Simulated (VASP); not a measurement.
Crystal: B.

```xyz
16
Lattice="2.7417 0.0000 0.0000 -1.3708 2.3743 0.0000 0.0000 0.0000 17.9431" Properties=species:S:1:pos:R:3 pbc="T T T"
B     0.0000    1.5829   14.8565
B     0.0000    0.0000   12.6210
B     1.3708    0.7914    5.8844
B     1.3708    0.7914   10.3782
B     0.0000    0.0000    8.1309
B     0.0000    1.5829    1.4070
B     0.0000    0.0000    3.6442
B     1.3708    0.7914   17.1017
B     1.3708    0.7914    0.8414
B     1.3708    0.7914   12.0587
B     0.0000    1.5829   16.5361
B     0.0000    0.0000    5.3221
B     0.0000    0.0000   14.2988
B     0.0000    0.0000    9.8122
B     0.0000    1.5829    3.0865
B     1.3708    0.7914    7.5649
```

- Program: VASP 6.6.1
- Task: relaxation of cell and atoms
- Functional: PBE
- Potentials or basis: VASP PAW PBE potentials, release 64 (B)
- Cutoff: 600 eV
- k mesh: 6 × 6 × 1
- Occupations: gaussian, width 0.1 eV
- Spin: no spin polarisation

At the start: pressure 30.3 GPa; volume 7.30 Å³/atom.

**Question.** How do energy, volume and symmetry change on relaxing?

**Answer.** Over 65 steps the energy falls by 634.1 meV/atom and the volume is 7.01 Å³/atom (-3.9 %); space group P-6m2 (No. 187, to 0.05 Å).

The path:
| step | energy change (eV) | largest force (eV/Å) | pressure (GPa) | volume (Å³) |
| --- | --- | --- | --- | --- |
| 1 | 0.0000 | 0.3884 | 30.27 | 116.80 |
| 3 | -1.4781 | 0.3142 | -0.03 | 133.86 |
| 5 | -1.4973 | 0.2910 | -0.43 | 134.20 |
| 7 | -1.6785 | 0.7260 | 0.51 | 134.04 |
| 9 | -1.7180 | 1.2224 | 0.81 | 133.97 |
| 11 | -1.7334 | 1.2624 | 0.78 | 133.98 |
| 13 | -1.7962 | 1.4720 | 0.47 | 134.04 |
| 15 | -1.9492 | 2.4955 | -3.19 | 134.28 |
| 17 | -2.2750 | 2.8173 | -6.47 | 133.92 |
| 19 | -1.4753 | 13.8519 | -8.25 | 132.31 |
| 21 | -2.9953 | 4.7228 | -12.46 | 132.86 |
| 23 | -3.3022 | 4.6186 | -11.89 | 132.12 |
| 25 | -3.9006 | 6.4682 | -9.79 | 130.07 |
| 27 | -5.5545 | 5.4667 | 12.43 | 119.90 |
| 29 | -6.0702 | 4.4086 | 6.01 | 121.63 |
| 31 | -6.6662 | 2.8276 | 1.98 | 122.89 |
| 33 | -7.2484 | 1.7320 | 0.46 | 123.89 |
| 35 | -7.7372 | 0.8985 | -4.35 | 124.86 |
| 37 | -7.9430 | 1.1652 | 1.02 | 120.97 |
| 39 | -8.4979 | 1.8823 | 1.63 | 117.82 |
| 41 | -8.9264 | 2.1949 | 3.13 | 112.85 |
| 43 | -9.1152 | 1.6617 | 2.55 | 111.43 |
| 45 | -9.6135 | 1.4247 | 0.91 | 112.12 |
| 47 | -9.7583 | 1.3203 | 0.50 | 112.71 |
| 49 | -9.8754 | 0.9852 | -0.85 | 113.07 |
| 51 | -9.9730 | 0.6741 | 0.01 | 112.88 |
| 53 | -10.0631 | 0.6279 | 0.44 | 112.74 |
| 55 | -10.1175 | 0.5186 | -1.06 | 113.19 |
| 57 | -10.1356 | 0.3221 | -1.17 | 112.89 |
| 59 | -10.1416 | 0.1377 | -0.13 | 112.37 |
| 61 | -10.1446 | 0.0702 | 0.27 | 112.05 |
| 63 | -10.1453 | 0.0580 | 0.19 | 112.11 |
| 65 | -10.1456 | 0.0232 | -0.02 | 112.20 |

Final structure:
```cif
data_structure
_symmetry_space_group_name_H-M 'P 1'
_symmetry_Int_Tables_number 1
_cell_length_a 2.8395
_cell_length_b 2.8395
_cell_length_c 16.0680
_cell_angle_alpha 90.000
_cell_angle_beta 90.000
_cell_angle_gamma 120.000
_cell_volume 112.20
loop_
_atom_site_label
_atom_site_type_symbol
_atom_site_fract_x
_atom_site_fract_y
_atom_site_fract_z
_atom_site_occupancy
B1 B 0.33333 0.66667 0.78276 1
B2 B 0.00000 0.00000 0.71471 1
B3 B 0.66667 0.33333 0.35002 1
B4 B 0.66667 0.33333 0.55178 1
B5 B 0.00000 0.00000 0.39299 1
B6 B 0.33333 0.66667 0.11303 1
B7 B 0.00000 0.00000 0.17925 1
B8 B 0.66667 0.33333 0.94739 1
B9 B 0.66667 0.33333 0.05261 1
B10 B 0.66667 0.33333 0.64998 1
B11 B 0.33333 0.66667 0.88697 1
B12 B 0.00000 0.00000 0.28529 1
B13 B 0.00000 0.00000 0.82075 1
B14 B 0.00000 0.00000 0.60701 1
B15 B 0.33333 0.66667 0.21724 1
B16 B 0.66667 0.33333 0.44822 1
```

Caveat: the k points lie up to 0.43 Å⁻¹ apart in the final cell.
